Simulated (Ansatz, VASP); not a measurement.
# One calculation of TiC, two programs

```
Ti C
1.0
     0.00000    2.16400    2.16400
     2.16400    0.00000    2.16400
     2.16400    2.16400    0.00000
Ti C
1 1
Direct
  0.97689 0.97689 0.95775
  0.50000 0.50000 0.50000
```

Alike in both runs: task single point; functional PBEsol; k mesh 18 × 18 × 18; occupations gaussian, width 0.15 eV; no spin polarisation.

```csv
,VASP,Ansatz
version,VASP 6.6.1,Ansatz 0.2.0
potentials or method,"VASP PAW PBE potentials, release 64 (Ti_sv, C), cutoff 520 eV","scalar-relativistic, plane waves, PAW"
valence electrons in the cell,16,16
```

|  | VASP | Ansatz | Ansatz less VASP |
| --- | --- | --- | --- |
| gap on the k mesh at the Fermi level (eV) | none | none | - |
| pressure (GPa) | -0.1 | -0.4 | -0.26 |
| traceless stress, the component that is largest in VASP (GPa) | -2.79 | -2.78 | +0.010 |
| rms of the force components (eV/Å) | 1.042 | 1.039 | -0.0031 |

VASP's potentials were made for PBE, not for PBEsol. Atom by atom the forces differ by 0.003 eV/Å (rms over components). A gap of «none» marks a metal or a gap that the smearing closes. The functional is the same, so the differences come from potentials, cutoffs and numerics.
